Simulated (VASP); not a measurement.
CdS: relaxation of cell and atoms with LDA

The system is CdS.

```
Cd S
1.0
     0.00000    2.66976    2.66976
     2.66976    0.00000    2.66976
     2.66976    2.66976    0.00000
Cd S
1 1
Direct
  0.00000 0.00000 0.00000
  0.50000 0.50000 0.50000
```

```yaml
Program: VASP 6.6.1
Task: relaxation of cell and atoms
Functional: LDA
Potentials_or_basis: VASP PAW LDA potentials, release 64 (Cd, S)
Cutoff: 600 eV
k_mesh: 16 × 16 × 16
Occupations: fermi-dirac, width 0.08 eV
Spin: no spin polarisation
Target_pressure: 1 GPa
Dipole_correction: no
Further_INCAR_settings: ALGO = Normal; EDIFF = 1e-06; IBRION = 2; EDIFFG = -0.002; NSW = 100; ISIF = 3
```

* Relaxed volume: 18.97 Å³/atom
* Relaxed cell: a = 3.772 Å, b = 3.772 Å, c = 3.772 Å, α = 60.00°, β = 60.00°, γ = 60.00°
* Space group after relaxing (to 0.05 Å): Fm-3m (No. 225)
* Energy change on relaxing (the enthalpy is what falls): +0.3 meV/atom
* Ionic steps: 3
* Pressure after relaxing: 1.0 GPa
* Band gap on the k mesh: zero (band 9 reaches 3.56 eV, above the bottom of band 10 at 3.55 eV)

Step by step:
```tsv
step	energy change (eV)	largest force (eV/Å)	pressure (GPa)	volume (Å³)
1	0.0000	0.0000	0.72	38.06
2	0.0011	0.0000	1.16	37.88
3	0.0006	0.0000	0.99	37.94
```

Final structure:
```
CELL_PARAMETERS angstrom
0.00000 2.66703 2.66703
2.66703 0.00000 2.66703
2.66703 2.66703 0.00000
ATOMIC_POSITIONS crystal
Cd 0.00000 0.00000 0.00000
S 0.50000 0.50000 0.50000
```

Levels at points of the mesh, in eV from the Fermi level:
```csv
k point,band 6,band 7,band 8,band 9,band 10,band 11,band 12,band 13
"(0.00, 0.00, 0.00)",-8.06,-1.14,-1.14,-1.14,0.84,8.98,8.98,8.98
"(0.50, 0.00, 0.00)",-7.79,-5.51,-0.20,-0.20,3.04,5.45,5.45,7.07
"(0.50, 0.50, 0.00)",-6.85,-5.07,-2.71,-2.71,-0.21,5.61,9.95,11.39
```

Wall time 59 s on 1 thread of Intel(R) Xeon(R) 6975P-C (Granite Rapids) (shared host), peak memory 0.22 GiB.

Caveat: the cell is relaxed towards a set pressure, so the enthalpy falls and the energy may rise.
